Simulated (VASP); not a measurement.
Here is a VASP 6.6.1 calculation.

The input INCAR:

```
PREC = Accurate
ENCUT = 520
EDIFF = 1E-7
ISMEAR = 0
SIGMA = 0.1
LREAL = F
LASPH = T
NELM = 100
ALGO = Fast
ISIF = 2
LWAVE = F
LCHARG = F
GGA = PE
NBANDS = 18
```

The input KPOINTS:

```
Automatic mesh
0
Gamma
  16 16 16
```

POSCAR

```
TiAl3
1.0
   -2.0202883011      2.0202883011      4.1399632114
    2.0202883011     -2.0202883011      4.1399632114
    2.0202883011      2.0202883011     -4.1399632114
Ti Al
1 3
Direct
    0.0000000000      0.0000000000      0.0000000000
    0.5000000000      0.5000000000      0.0000000000
    0.7500000000      0.2500000000      0.5000000000
    0.2500000000      0.7500000000      0.5000000000
```

Potentials or basis: VASP PAW PBE potentials, release 64 (Ti_sv, Al).

Command:

```sh
$ cat potpaw_PBE.64/Ti_sv/POTCAR potpaw_PBE.64/Al/POTCAR > POTCAR
$ mpirun -np 1 vasp_std > vasp.out
```

Question: Estimate the pressure.

Answer: -5.3 GPa.

Question: Estimate the band gap on the k mesh.

Answer: Zero (an odd number of electrons rules out a gap without spin polarisation).

Stress tensor (GPa, compression positive):
```
-9.48  0.00  0.00
 0.00 -9.48  0.00
 0.00  0.00  3.16
```

Caveat: the cell differs from its parent crystal (strained); the stress differs along the axes, from -9 to 3 GPa.
